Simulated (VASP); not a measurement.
## LiB4Pt: single point with PBE

LiB4Pt:

```xyz
6
Lattice="3.3238 0.0000 0.0000 -1.6619 2.8785 0.0000 0.0000 0.0000 5.4381" Properties=species:S:1:pos:R:3 pbc="T T T"
Li    0.0000    0.0000    0.0000
B     0.0000    1.9190    4.4193
B     1.6619    0.9595    4.4193
B     1.6619    0.9595    1.0188
B     0.0000    1.9190    1.0188
Pt    0.0000    0.0000    2.7191
```

- Program: VASP 6.6.1
- Task: single point
- Functional: PBE
- Potentials or basis: VASP PAW PBE potentials, release 64 (Li_sv, B, Pt)
- Cutoff: 520 eV
- k mesh: 6 × 6 × 4
- Occupations: gaussian, width 0.1 eV
- Spin: no spin polarisation

The largest force is 0.949 eV/Å.

Forces on the atoms (eV/Å):
```
Li   0.000  0.000  0.000
B    0.000  0.000 -0.949
B    0.000  0.000 -0.949
B    0.000  0.000  0.949
B    0.000  0.000  0.949
Pt   0.000  0.000  0.000
```

Levels at points of the mesh, in eV from the Fermi level:
```
           k point  band 9  band 10  band 11  band 12  band 13  band 14  band 15  band 16  band 17  band 18
(0.00, 0.00, 0.00)   -3.35    -1.04    -1.04    -0.06    -0.06     1.31     1.90     1.90     2.85     4.37
(0.50, 0.00, 0.00)   -4.48    -3.22    -1.93    -0.77    -0.73     0.72     3.45     4.42     5.87     6.85
(0.00, 0.00, 0.50)   -3.49    -2.32    -2.32     0.43     1.15     1.15     1.32     3.37     3.37     4.26
(0.50, 0.00, 0.50)   -2.40    -1.93    -1.44    -1.41    -0.76     1.71     2.37     2.81     3.16     5.52
```

Run time: 12 s on 1 thread of Intel(R) Xeon(R) 6975P-C (Granite Rapids) (shared host), peak memory 0.18 GiB.

Caveat: the k points lie up to 0.36 Å⁻¹ apart; spin-orbit coupling is left out, which moves the levels of the heavy elements.
